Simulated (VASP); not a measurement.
## W: electric field gradients with LDA

W:

```
W
1.0
    -0.06090    1.99955    1.99955
     1.99955   -0.06090    1.99955
     1.99955    1.99955   -0.06090
W
1
Direct
  0.00000 0.00000 0.00000
```

This cell differs from its parent crystal: equal xy, yz and zx shear strains of -3 %.

* Program: VASP 6.6.1
* Task: electric field gradients
* Functional: LDA
* Potentials or basis: VASP PAW LDA potentials, release 64 (W_sv)
* Cutoff: 520 eV
* k mesh: 14 × 14 × 14
* Occupations: fermi-dirac, width 0.05 eV
* Spin: no spin polarisation
* Dipole correction: no
* Further INCAR settings: ALGO = Normal; EDIFF = 1e-08; NBANDS = 13

| Item | Value |
| --- | --- |
| Pressure | -15.8 GPa |
| Band gap on the k mesh | zero (band 7 reaches 13.20 eV, above the bottom of band 8 at 9.61 eV) |

Stress tensor (GPa, compression positive):
```
-15.77  -3.02  -3.02
 -3.02 -15.77  -3.02
 -3.02  -3.02 -15.77
```

Levels at points of the mesh, in eV from the Fermi level:
```csv
k point,band 3,band 4,band 5,band 6,band 7,band 8,band 9,band 10,band 11,band 12
"(0.00, 0.00, 0.00)",-37.25,-37.14,-8.84,-0.90,-0.90,-0.07,2.43,2.43,12.81,17.51
"(0.50, 0.00, 0.00)",-37.36,-37.31,-5.54,-1.18,-0.36,0.55,4.46,5.00,9.83,12.58
"(0.50, 0.50, 0.00)",-37.67,-37.55,-5.39,-4.45,3.06,4.68,5.50,5.66,11.14,12.11
"(0.50, 0.50, 0.50)",-37.43,-37.43,-5.44,-1.02,-1.02,1.17,5.03,5.03,10.56,12.12
```

Electric field gradients, principal values (V/Å²):
```
atom   least  middle  greatest (by size)
 1 W  14.033  14.033             -28.066
```

It took 50 s on 1 thread of AMD EPYC 7R13 Processor (Zen 3) (shared host), peak memory 0.15 GiB.

Caveat: the cell differs from its parent crystal (equal xy, yz and zx shear strains of -3 %); without QUAD_EFG the Cq values of the log hold for a quadrupole moment of 1 mb, not for the nuclei; spin-orbit coupling is left out, which moves the levels of the heavy elements.
